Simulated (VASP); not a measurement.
# Li (I4_1/amd) in VASP: further runs

The runs below take Li through single point, relaxation of cell and atoms, with PBE.

All numbers are computed with VASP 6.6.1; they aren't measurements. Logs are shortened: lines on timing, memory, paths and dates and some standing lists are left out, and cuts for length are marked.

## 1. The cell of the first run

Symmetry: I4_1/amd, No. 141, tetragonal system. Conventional cell: a = 3.831 Å, b = 3.831 Å, c = 2.249 Å, α = 90.00°, β = 90.00°, γ = 90.00°. Within 2.6 Å of Li (site symmetry -4m2) lie 10 Li at 2.00 to 2.55 Å.

## 2. Single point, PBE

INCAR reads:

```
PREC = Accurate ; ENCUT = 520
EDIFF = 1E-7 ; ISMEAR = -1
SIGMA = 0.08 ; LREAL = F
LASPH = T ; NELM = 80
ALGO = Normal ; ISIF = 2
LWAVE = F ; LCHARG = F
GGA = PE ; NBANDS = 10
```

KPOINTS reads:

```
regular mesh
0
Gamma
  20 20 20
```

POSCAR reads:

```
Li
1.0
   -1.9157488247      1.9157488247      1.1245032432
    1.9157488247     -1.9157488247      1.1245032432
    1.9157488247      1.9157488247     -1.1245032432
Li
2
Direct
   -0.3750000000     -0.1250000000     -0.2500000000
    0.3750000000      0.1250000000      0.2500000000
```

Potentials or basis: VASP PAW PBE potentials, release 64 (Li_sv).

The run is started by

```sh
> cat potpaw_PBE.64/Li_sv/POTCAR > POTCAR
> mpirun -np 1 vasp_std > vasp.out
```

OUTCAR:

```text
PREC = Accurate
   ENCUT = 520
   EDIFF = 1E-7
   ISMEAR = -1
   LREAL = F
   LASPH = T
   NELM = 80
   ISIF = 2
   GGA = PE

 ion  position               nearest neighbor table
   1  0.625  0.875  0.750-   2 2.00   2 2.00   2 2.00   2 2.00   2 2.55   2 2.55   2 2.55   2 2.55

   2  0.375  0.125  0.250-   1 2.00   1 2.00   1 2.00   1 2.00   1 2.55   1 2.55   1 2.55   1 2.55

  LATTYP: Found a body centered tetragonal cell.
 ALAT       =     3.8314976494
 C/A-ratio  =     0.5869784330

  Lattice vectors:

 A1 = (  -1.9157488247,   1.9157488247,   1.1245032432)
 A2 = (   1.9157488247,  -1.9157488247,   1.1245032432)
 A3 = (   1.9157488247,   1.9157488247,  -1.1245032432)

Analysis of symmetry for initial positions (statically):
=====================================================================
 Subroutine PRICEL returns:
 Original cell was already a primitive cell.

 Routine SETGRP: Setting up the symmetry group for a
 body centered tetragonal supercell.

 Subroutine GETGRP returns: Found 16 space group operations
 (whereof  4 operations were pure point group operations)
 out of a pool of 16 trial point group operations.

The static configuration has the point symmetry C_2h.
 The point group associated with its full space group is D_4h.

Analysis of symmetry for dynamics (positions and initial velocities):
=====================================================================
 Subroutine PRICEL returns:
 Original cell was already a primitive cell.

 Routine SETGRP: Setting up the symmetry group for a
 body centered tetragonal supercell.

 Subroutine GETGRP returns: Found 16 space group operations
 (whereof  4 operations were pure point group operations)
 out of a pool of 16 trial point group operations.

The dynamic configuration has the point symmetry C_2h.
 The point group associated with its full space group is D_4h.

 Subroutine INISYM returns: Found 16 space group operations
 (whereof  4 operations are pure point group operations),
 and found     1 'primitive' translations

----------------------------------------------------------------------------------------

                                     Primitive cell

  volume of cell :      16.5081

  direct lattice vectors                    reciprocal lattice vectors
    -1.915748825  1.915748825  1.124503243     0.000000000  0.260994549  0.444640781
     1.915748825 -1.915748825  1.124503243     0.260994549  0.000000000  0.444640781
     1.915748825  1.915748825 -1.124503243     0.260994549  0.260994549  0.000000000

  length of vectors
     2.933375984  2.933375984  2.933375984     0.515580817  0.515580817  0.369102031

  position of ions in fractional coordinates (direct lattice)
     0.625000000  0.875000000  0.750000000
     0.375000000  0.125000000  0.250000000

  ion indices of the primitive-cell ions
   primitive index   ion index
                 1           1
                 2           2

----------------------------------------------------------------------------------------

 KPOINTS: regular mesh

Automatic generation of k-mesh.
 Grid dimensions read from file:
 generate k-points for:   20   20   20

 Generating k-lattice:

  Cartesian coordinates                     Fractional coordinates (reciprocal lattice)
     0.000000000  0.013049727  0.022232039     0.050000000  0.000000000 -0.000000000
     0.013049727  0.000000000  0.022232039     0.000000000  0.050000000 -0.000000000
     0.013049727  0.013049727  0.000000000     0.000000000  0.000000000  0.050000000

  Length of vectors
     0.025779041  0.025779041  0.018455102

  Shift w.r.t. Gamma in fractional coordinates (k-lattice)
     0.000000000  0.000000000  0.000000000

 Subroutine IBZKPT returns following result:
 ===========================================

 Found    641 irreducible k-points:

 Following reciprocal coordinates:
            Coordinates               Weight
  0.000000  0.000000  0.000000      1.000000
  0.050000  0.000000 -0.000000      8.000000
  0.100000  0.000000  0.000000      8.000000
  0.150000  0.000000 -0.000000      8.000000
  0.200000  0.000000  0.000000      8.000000
  0.250000  0.000000 -0.000000      8.000000
[... 16 lines left out ...]
 -0.400000  0.050000  0.000000     16.000000
 -0.350000  0.050000  0.000000     16.000000
 [... further k-points ...]
   k-points           NKPTS =    641   k-points in BZ     NKDIM =    641   number of bands    NBANDS=     10
   number of dos      NEDOS =    301   number of ions     NIONS =      2
   total plane-waves  NPLWV =  13824
   dimension x,y,z NGX =    24 NGY =   24 NGZ =   24
   dimension x,y,z NGXF=    48 NGYF=   48 NGZF=   48
   ions per type =               2
   NGX,Y,Z   is equivalent  to a cutoff of  13.60, 13.60, 13.60 a.u.
   NGXF,Y,Z  is equivalent  to a cutoff of  27.20, 27.20, 27.20 a.u.
 SYSTEM =  unknown system
   PREC   = accura    normal or accurate (medium, high low for compatibility)
   ISTART =      0    job   : 0-new  1-cont  2-samecut
   ICHARG =      2    charge: 1-file 2-atom 10-const
   ISPIN  =      1    spin polarized calculation?
   LNONCOLLINEAR =      F non collinear calculations
   LSORBIT =      F    spin-orbit coupling
   LASPH  =      T    aspherical Exc in radial PAW
   ENCUT  =  520.0 eV  38.22 Ry    6.18 a.u.   5.45  5.45  5.45*2*pi/ulx,y,z
   NELM   =     80;   NELMIN=  2; NELMDL= -5     # of ELM steps
   EDIFF  = 0.1E-06   stopping-criterion for ELM
   LREAL  =      F    real-space projection
   EDIFFG = 0.1E-05   stopping-criterion for IOM
   NSW    =      0    number of steps for IOM
   IBRION =     -1    ionic relax: 0-MD 1-quasi-New 2-CG
   NFREE  =      0    steps in history (QN), initial steepest desc. (CG)
   ISIF   =      2    stress and relaxation
   ISYM   =      2    0-nonsym 1-usesym 2-fastsym
   POTIM  = 0.5000    time-step for ionic-motion
   TEBEG  =    0.0;   TEEND  =   0.0 temperature during run
   PSTRESS=    0.0 pullay stress
   NELECT =       6.0000    total number of electrons
   NUPDOWN=      -1.0000    fix difference up-down
   EMIN   =  10.00;   EMAX   =-10.00  energy-range for DOS
   EFERMI =   0.00;   METHOD = LEGACY
   ISMEAR =    -1;   SIGMA  =   0.08  broadening in eV -4-tet -1-fermi 0-gaus
   EFERMI_NEDOS =   21; number of points for ismear=-14 and -15
   IALGO  =     38    algorithm
   IMIX   =      4    mixing-type and parameters
     AMIX     =   0.40;   BMIX     =  1.00
     AMIX_MAG =   1.60;   BMIX_MAG =  1.00
  volume/ion in A,a.u.               =       8.25        55.70
  Fermi-wavevector in a.u.,A,eV,Ry     =   1.168313  2.207792 18.571352  1.364956
  Thomas-Fermi vector in A             =   2.304802
   LORBIT       =      0    0 simple, 1 ext, 2 COOP (PROOUT), +10 PAW based schemes
   GGA     = PE    functional components
   LHFCALC =     F    Hartree Fock is set to
   AEXX    =    0.0000 exact exchange contribution
   IVDW    =     0    specifies the selected vdW correction
   LEPSILON=     F    determine dielectric tensor
   LRPA    =     F    only Hartree local field effects (RPA)
 non-spin polarized calculation
  energy-cutoff  :      520.00
  volume of cell :       16.51
 maximum number of plane-waves:       468
 NGX is ok and might be reduce to    24
   NGX = 11   NGY = 11   NGZ = 11

 number of electron       5.9999996 magnetization

 Free energy of the ion-electron system (eV)
  ---------------------------------------------------
  ext. energy  EPLUGINS =         0.00000000
  ---------------------------------------------------
  free energy    TOTEN  =        -1.67677226 eV

  energy without entropy =       -1.66132167  energy(sigma->0) =       -1.66904697

 E-fermi :   4.1782     XC(G=0):  -9.6391

 val. band max:        4.1769625698   @ k =  -0.2500  -0.3000   0.1500
 cond. band min:       4.1783823136   @ k =  -0.4000  -0.4000   0.2500
 fundamental gap:      0.0014197439
 Fermi energy:         4.1782137599

 k-point     1 :       0.0000    0.0000    0.0000
  band No.  band energies     occupation
      1     -41.8430      2.00000
      2     -41.0595      2.00000
      3       0.4197      2.00000
      4      11.6448      0.00000
      5      11.6448      0.00000
      6      15.1903      0.00000
      7      23.0736      0.00000
      8      27.2608      0.00000
      9      27.3260      0.00000
     10      28.7236      0.00000

 k-point     2 :       0.0500    0.0000   -0.0000
  band No.  band energies     occupation
      1     -41.8345      2.00000
      2     -41.0606      2.00000
      3       0.4554      2.00000
      4      11.4680      0.00000
      5      11.7141      0.00000
      6      15.5589      0.00000
      7      22.3591      0.00000
      8      26.7267      0.00000
      9      27.6452      0.00000
     10      28.2462      0.00000

 k-point     3 :       0.1000    0.0000    0.0000
  band No.  band energies     occupation
      1     -41.8095      2.00000
      2     -41.0635      2.00000
      3       0.5656      2.00000
      4      11.0992      0.00000
      5      11.9116      0.00000
      6      16.5011      0.00000
      7      20.9024      0.00000
      8      25.2220      0.00000
      9      26.6066      0.00000
     10      26.6937      0.00000

 k-point     4 :       0.1500    0.0000   -0.0000
  band No.  band energies     occupation
      1     -41.7700      2.00000
      2     -41.0686      2.00000
      3       0.7542      2.00000
      4      10.7473      0.00000
      5      12.1979      0.00000
      6      17.7924      0.00000
      7      19.2338      0.00000
      8      23.4079      0.00000
      9      24.6796      0.00000
     10      25.3324      0.00000
[... 222 lines left out ...]
 k-point    22 :      -0.4500    0.0500    0.0000
  band No.  band energies     occupation
      1     -41.4732      2.00000
      2     -41.1435      2.00000
      3       3.1571      1.99999
      4       9.3012      0.00000
      5      10.7153      0.00000
      6      13.9896      0.00000
      7      16.2664      0.00000
      8      18.8086      0.00000
      9      24.6058      0.00000
     10      28.4300      0.00000

 k-point    23 :      -0.4000    0.0500    0.0000
  band No.  band energies     occupation
      1     -41.5190      2.00000
      2     -41.1322      2.00000
      3       2.5781      2.00000
      4       9.8051      0.00000
      5      10.9240      0.00000
      6      14.2949      0.00000
      7      17.3902      0.00000
      8      19.1550      0.00000
      9      23.9742      0.00000
     10      27.2952      0.00000

 k-point    24 :      -0.3500    0.0500    0.0000
  band No.  band energies     occupation
      1     -41.5759      2.00000
      2     -41.1190      2.00000
      3       2.0192      2.00000
      4       9.6827      0.00000
      5      11.8964      0.00000
      6      14.7520      0.00000
      7      18.6446      0.00000
      8      19.8200      0.00000
      9      23.5998      0.00000
     10      25.1872      0.00000

 [... further k-points ...]
[... 5 lines left out ...]
  --------------------------------------------------------------------------------------
  -------------------------------------------------------------------------------------
  Total        5.2441601      5.2441601      5.2411776     -0.0000000     -0.0000000     -0.0000000
  in kB      508.9659035    508.9659035    508.6764338     -0.0000000     -0.0000000     -0.0000000
  external PRESSURE =     508.8694136 kB  Pullay stress =       0.0000000 kB

 VOLUME and BASIS-vectors are now :
 -----------------------------------------------------------------------------
  energy-cutoff  :      520.00
  volume of cell :       16.51
      direct lattice vectors                 reciprocal lattice vectors
    -1.915748825  1.915748825  1.124503243     0.000000000  0.260994549  0.444640781
     1.915748825 -1.915748825  1.124503243     0.260994549  0.000000000  0.444640781
     1.915748825  1.915748825 -1.124503243     0.260994549  0.260994549  0.000000000

 POSITION                                       TOTAL-FORCE (eV/Angst)
 -----------------------------------------------------------------------------------
      1.91575      0.95787      0.84338        -0.000000     -0.000000      0.000000
     -0.00000      0.95787      0.28113         0.000000      0.000000     -0.000000
 -----------------------------------------------------------------------------------
    total drift:                               -0.000000      0.000000     -0.000000

  FREE ENERGIE OF THE ION-ELECTRON SYSTEM (eV)
  ---------------------------------------------------
  free  energy   TOTEN  =        -1.6767722594 eV

  energy  without entropy=       -1.6613216734  energy(sigma->0) =       -1.66904697
```

Run time: 70 s. Hardware: 1 thread of Intel Xeon Platinum 8259CL at 2.50GHz (Skylake/Cascade Lake), shared host; peak memory 0.19 GiB.

What came out:

| Item | Value |
| --- | --- |
| Free energy | -1.6768 eV |
| Band gap on the k mesh | zero (bands 3 and 4 overlap by 2.90 eV) |

Caveat: the cutoff is under 1.25 times the usual one of these potentials, so pressure, stress and relaxed cells hold a basis-set (Pulay) error.

## 3. Relaxation of cell and atoms, PBE, target pressure 51 GPa, at which the enthalpy is minimised

INCAR reads:

```
SYSTEM = Li
PREC = Accurate
ENCUT = 600
EDIFF = 1E-6
ISMEAR = -1
SIGMA = 0.08
LREAL = .FALSE.
LASPH = .TRUE.
NELM = 60
ALGO = Normal
ISIF = 3
LWAVE = .FALSE.
LCHARG = .FALSE.
GGA = PE
IBRION = 2
NSW = 32
EDIFFG = -0.005
PSTRESS = 510.0
```

KPOINTS reads:

```
regular mesh
0
G
  20 20 20
  0 0 0
```

POSCAR is that of step 2.

Potentials or basis: VASP PAW PBE potentials, release 64 (Li_sv).

The run is started by

```sh
> cat potpaw_PBE.64/Li_sv/POTCAR > POTCAR
> mpirun -np 1 vasp_std > vasp.out
```

It took 89 s on 1 thread of Intel Xeon Platinum 8259CL at 2.50GHz (Skylake/Cascade Lake), shared host; peak memory 0.19 GiB.

Results (log left out):

| Item | Value |
| --- | --- |
| Free energy | -1.6733 eV |
| Relaxed volume | 8.24 Å³/atom |
| Relaxed cell | a = 2.932 Å, b = 2.932 Å, c = 2.932 Å, α = 98.45°, β = 98.45°, γ = 134.92° |
| Space group after relaxing (to 0.1 Å) | I4_1/amd (No. 141) |
| Energy change on relaxing (the run minimises the enthalpy) | +3.0 meV/atom |
| Ionic steps | 2 |
| Pressure after relaxing | 51.0 GPa |
| Band gap on the k mesh | zero (bands 3 and 4 overlap by 2.90 eV) |

Step by step:
```csv
step,energy change (eV),largest force (eV/Å),pressure (GPa),volume (Å³)
1,0.0000,0.0000,50.85,16.51
2,0.0060,0.0000,50.97,16.49
```

Final structure:
```
CELL_PARAMETERS angstrom
-1.91503 1.91503 1.12407
1.91503 -1.91503 1.12407
1.91503 1.91503 -1.12407
ATOMIC_POSITIONS crystal
Li 0.62500 0.87500 0.75000
Li 0.37500 0.12500 0.25000
```

Levels at points of the mesh, in eV from the Fermi level:
```tsv
k point	band 1	band 2	band 3	band 4	band 5	band 6	band 7
(0.00, 0.00, 0.00)	-46.02	-45.23	-3.76	7.47	7.47	11.02	18.90
(0.50, 0.00, 0.00)	-45.62	-45.32	-0.48	4.31	7.57	9.74	10.20
(0.50, 0.50, 0.00)	-45.61	-45.61	-1.25	-1.25	12.40	12.40	18.67
(0.50, 0.50, 0.50)	-45.58	-45.58	-1.05	-1.05	7.48	7.48	18.85
```

Caveat: the cutoff is under 1.25 times the usual one of these potentials, so pressure, stress and relaxed cells hold a basis-set (Pulay) error; the cell is relaxed towards a set pressure, so the run minimises the enthalpy, not the energy.
